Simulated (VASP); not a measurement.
Runs of VASP 6.6.1 on BiTe. The structure is that of space group I4/mmm (No. 139), or close to it. The cells are those of the table. 

```tsv
cell	gap on the mesh (eV)	pressure (GPa)
a = 4.577, b = 4.577, c = 4.438 Å, angles 61.0, 61.0, 58.0°, 2 atoms	none	2.8
a = 4.575, b = 4.575, c = 4.644 Å, angles 59.5, 59.5, 61.0°, 2 atoms	none	(a)
a = 4.507, b = 4.507, c = 4.575 Å, angles 59.5, 59.5, 61.0°, 2 atoms	none	2.5
a = 4.577, b = 4.577, c = 4.712 Å, angles 59.0, 59.0, 62.0°, 2 atoms	none	(b)
a = 4.542, b = 4.542, c = 4.644 Å, angles 59.3, 59.3, 61.5°, 2 atoms	none	0.9
```

Alike in all rows: task single point; level PBE; potentials or basis VASP PAW PBE potentials, release 64 (Bi_d, Te); no spin polarisation; k mesh 14 × 14 × 14; cutoff (eV) 520; smearing gaussian 0.15 eV.

**Question.** Estimate the missing entries.

**Answer.** (a) 0.1; (b) -0.3.

Caveats: spin-orbit coupling is left out, which moves the levels of the heavy elements.

A k mesh can miss the band edges, and the runs leave out spin-orbit coupling on Bi, Te.

A gap of «none» marks levels without a gap at the run's occupations.
